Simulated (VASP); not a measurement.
As: single point with PBE+D3(BJ)

As:

```xyz
2
Lattice="1.8901 1.0912 3.3764 -1.8901 1.0912 3.3764 0.0000 -2.1825 3.3764" Properties=species:S:1:pos:R:3 pbc="T T T"
As    0.0000    0.0000    7.7959
As    0.0000    0.0000    2.3332
```

```
Program             : VASP 6.6.1
Task                : single point
Functional          : PBE
Dispersion          : D3(BJ)
Potentials or basis : VASP PAW PBE potentials, release 64 (As_d)
Cutoff              : 600 eV
k mesh              : 15 × 15 × 15
Occupations         : fermi-dirac, width 0.15 eV
Spin                : no spin polarisation
```

- Pressure: 0.1 GPa
- Largest force: 0.011 eV/Å
- Band gap on the k mesh: zero (bands 15 and 16 overlap by 0.16 eV)
- Dispersion energy per atom: -0.433 eV

Forces in eV/Å, atoms in the order of the input:
```
As   0.000  0.000 -0.011
As   0.000  0.000  0.011
```

Levels at points of the mesh, in eV from the Fermi level:
```
           k point  band 13  band 14  band 15  band 16  band 17  band 18
(0.00, 0.00, 0.00)    -2.43    -2.08    -2.08     2.11     3.12     3.12
```

Wall time 2.1 min on 1 thread of AMD EPYC 9R45 (Zen 5) (shared host), peak memory 0.38 GiB.
